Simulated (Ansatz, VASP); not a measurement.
CdTe: VASP beside Ansatz

Contents of POSCAR:

```
CdTe
1.0
    3.2123163411      3.2123163411      0.0000000000
   -3.2123163411      3.2123163411      0.0000000000
    0.0000000000      3.2123163411      3.3679322118
Cd Te
1 1
Direct
    0.0000000000      0.0000000000      0.0000000000
    0.7500000000      0.2500000000      0.5000000000
```

File INCAR.step1:

```
SYSTEM = CdTe
PREC     = Accurate       ! precision mode
ENCUT    = 550            ! plane-wave cutoff, eV
ISMEAR   = 0              ! smearing method
SIGMA    = 0.01           ! smearing width, eV
LREAL    = .FALSE.        ! projectors in reciprocal space
LASPH    = .TRUE.         ! aspherical terms in the spheres
NELM     = 120            ! most SCF steps
NBANDS   = 16             ! bands
GGA      = PE             ! functional
ALGO     = Normal         ! electronic algorithm
EDIFF    = 1E-5           ! SCF threshold, eV
LWAVE    = .TRUE.         ! write WAVECAR
LCHARG   = .FALSE.        ! write CHGCAR
GGA_COMPAT= .FALSE.
```

Contents of INCAR.step2:

```
SYSTEM = CdTe
PREC     = Accurate       ! precision mode
ENCUT    = 550            ! plane-wave cutoff, eV
EDIFF    = 1E-6           ! SCF threshold, eV
ISMEAR   = 0              ! smearing method
SIGMA    = 0.01           ! smearing width, eV
LREAL    = .FALSE.        ! projectors in reciprocal space
LASPH    = .TRUE.         ! aspherical terms in the spheres
NELM     = 120            ! most SCF steps
ALGO     = Normal         ! electronic algorithm
ISIF     = 2              ! what is computed and relaxed
LWAVE    = .FALSE.        ! write WAVECAR
LCHARG   = .FALSE.        ! write CHGCAR
METAGGA  = R2SCAN         ! meta-GGA
LMIXTAU  = .TRUE.       
NBANDS   = 16             ! bands
ISTART   = 1            
GGA_COMPAT= .FALSE.
```

KPOINTS

```
regular mesh
0
G
  6 6 6
  0 0 0
```

Input for Ansatz:

```yaml
crystal:
  lattice:
    - [3.2123163411, 3.2123163411, 0.0]
    - [-3.2123163411, 3.2123163411, 0.0]
    - [0.0, 3.2123163411, 3.36793221175]
  atoms:
    - { symbol: Cd, position: [0.0, 0.0, 0.0] }
    - { symbol: Te, position: [0.75, 0.25, 0.5] }
kpoints:
  mp_grid: { grid: [6, 6, 6] }
scf:
  occupations: { method: fixed }
  convergence: { dr2_threshold: 1.0e-10 }
hamiltonian:
  xc: r2scan
  pseudopotentials: { kind: paw }
output:
  forces: true
  stress: true
  eigenstates:
    kpoints:
      - [0.0, 0.0, 0.0]
      - [-0.5, -0.5, -0.5]
      - [-0.5, 0.5, 0.0]
      - [0.0, 0.0, -0.5]
      - [0.0, -0.5, -0.5]
      - [0.0, 0.5, 0.0]
      - [-0.5, 0.0, 0.0]
      - [-0.5, 0.0, -0.5]
  eigenvalues: true
```

Change from the starting cell: film at in-plane strain -0.02.

Alike in both runs: task single point; functional r2SCAN; k mesh 6 × 6 × 6; no spin polarisation.

|  | VASP | Ansatz |
| --- | --- | --- |
| version | VASP 6.6.1 | Ansatz 0.2.0 |
| potentials or method | VASP PAW PBE potentials, release 64 (Cd, Te) | PAW with Ansatz's default frozen-core files, scalar-relativistic |
| plane-wave cutoff (eV) | 550 | 500 |
| occupations | gaussian, width 0.01 eV | fixed |
| valence electrons in the cell | 18 | 36 |

|  | VASP | Ansatz | Ansatz less VASP |
| --- | --- | --- | --- |
| gap on the k mesh at the Fermi level (eV) | 1.14 | 1.15 | +0.007 |
| pressure (GPa) | 0.7 | 0.6 | -0.10 |
| traceless stress, the component that is largest in VASP (GPa) | -0.58 | -0.58 | +0.001 |

VASP's potentials were made for PBE, not for r2SCAN. VASP's potentials hold 18 valence electrons a cell and Ansatz's 36, so a difference there can come from the potentials and not from the codes.

Spin-orbit coupling is off throughout.
